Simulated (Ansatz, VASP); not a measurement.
Two plane-wave programs on Ti3Al

The input INCAR:

```
PREC = Accurate
ENCUT = 520
EDIFF = 1E-6
ISMEAR = 0
SIGMA = 0.15
LREAL = False
LASPH = True
NELM = 100
ALGO = Fast
ISIF = 2
LWAVE = False
LCHARG = False
GGA = PE
NBANDS = 28
```

The input KPOINTS:

```
Automatic mesh
0
Gamma
  15 15 6
```

POSCAR

```
Ti3Al
1.0
    2.9041494217      0.0000000000      0.0000000000
   -1.4520747109      2.5150671756      0.0000000000
    0.0000000000      0.0000000000      9.3949233792
Ti Al
3 1
Direct
    0.6666666667      0.3333333333      0.0000000000
    0.3333333333      0.6666666667      0.7342089107
    0.3333333333      0.6666666667      0.2657910893
    0.6666666667      0.3333333333      0.5000000000
```

Input for Ansatz:

```yaml
crystal:
  lattice:
    - [2.9041494217, 0.0, 0.0]
    - [-1.4520747109, 2.5150671756, 0.0]
    - [0.0, 0.0, 9.3949233792]
  atoms:
    - { symbol: Ti, position: [0.6666666667, 0.3333333333, 0.0] }
    - { symbol: Ti, position: [0.3333333333, 0.6666666667, 0.7342089107] }
    - { symbol: Ti, position: [0.3333333333, 0.6666666667, 0.2657910893] }
    - { symbol: Al, position: [0.6666666667, 0.3333333333, 0.5] }
basis:
  ecutwfc: 520.0
kpoints:
  mp_grid: { grid: [15, 15, 6] }
hamiltonian:
  xc: pbe
  pseudopotentials: { kind: paw, azcp: { folder: soft_1 } }
scf:
  occupations: { method: gaussian, width: 0.15 }
output:
  forces: true
  stress: true
  eigenvalues: true
```

Alike in both runs: task single point; functional PBE; k mesh 15 × 15 × 6; occupations gaussian, width 0.15 eV; no spin polarisation.

```csv
,VASP,Ansatz
version,VASP 6.6.1,Ansatz 0.2.0
potentials or method,"VASP PAW PBE potentials, release 64 (Ti_sv, Al), cutoff 520 eV","scalar-relativistic, plane waves, PAW"
valence electrons in the cell,39,39
```

```tsv
	VASP	Ansatz	Ansatz less VASP
gap on the k mesh at the Fermi level (eV)	none	none	-
pressure (GPa)	0.2	0.3	+0.09
traceless stress, the component that is largest in VASP (GPa)	0.05	0.01	-0.045
rms of the force components (eV/Å)	0.403	0.400	-0.0026
```

Atom by atom the forces differ by 0.003 eV/Å (rms over components). A gap of «none» marks a metal or a gap that the smearing closes.
